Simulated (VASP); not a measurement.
Input of a VASP 6.6.1 run:

The input POSCAR:

```
Ge
1.0
    3.8596268470      0.0000000000      0.0000000000
   -1.9298134235      3.3425348699      0.0000000000
    0.0000000000      0.0000000000      6.3716294040
Ge
4
Direct
    0.6666666667      0.3333333333      0.0629010000
    0.3333333333      0.6666666667      0.5629010000
    0.6666666667      0.3333333333      0.4370990000
    0.3333333333      0.6666666667      0.9370990000
```

Contents of INCAR.step1:

```
  PREC = Accurate
  ENCUT = 520
  ISMEAR = -1
  SIGMA = 0.05
  LREAL = False
  LASPH = True
  NELM = 80
  NBANDS = 36
  GGA = PE
  ALGO = Normal
  EDIFF = 1E-4
  LWAVE = True
  LCHARG = False
```

The input INCAR.step2:

```
  PREC = Accurate
  ENCUT = 520
  EDIFF = 1E-6
  ISMEAR = -1
  SIGMA = 0.05
  LREAL = False
  LASPH = True
  NELM = 80
  ALGO = Normal
  ISIF = 2
  LWAVE = False
  LCHARG = False
  METAGGA = R2SCAN
  LMIXTAU = True
  NBANDS = 36
  ISTART = 1
```

The input KPOINTS:

```
regular mesh
0
Gamma
  7 7 4
```

Potentials or basis: VASP PAW PBE potentials, release 64 (Ge_d).

The run is started by

```sh
$ cat potpaw_PBE.64/Ge_d/POTCAR > POTCAR
$ cp INCAR.step1 INCAR
$ mpirun -np 1 vasp_std > vasp.out
$ cp INCAR.step2 INCAR
$ mpirun -np 1 vasp_std > vasp.out
```

Question: Estimate the band gap on the k mesh.

Answer: 0.35 eV.

Question: Estimate the largest force.

Answer: 0.057 eV/Å.

Forces on the atoms (eV/Å):
```
Ge   0.000  0.000  0.057
Ge   0.000  0.000  0.057
Ge   0.000  0.000 -0.057
Ge   0.000  0.000 -0.057
```

Caveat: the PAW data sets were made with another functional, which shifts forces and pressure a little; an odd mesh through Γ misses points on the zone boundary, where band edges can lie.
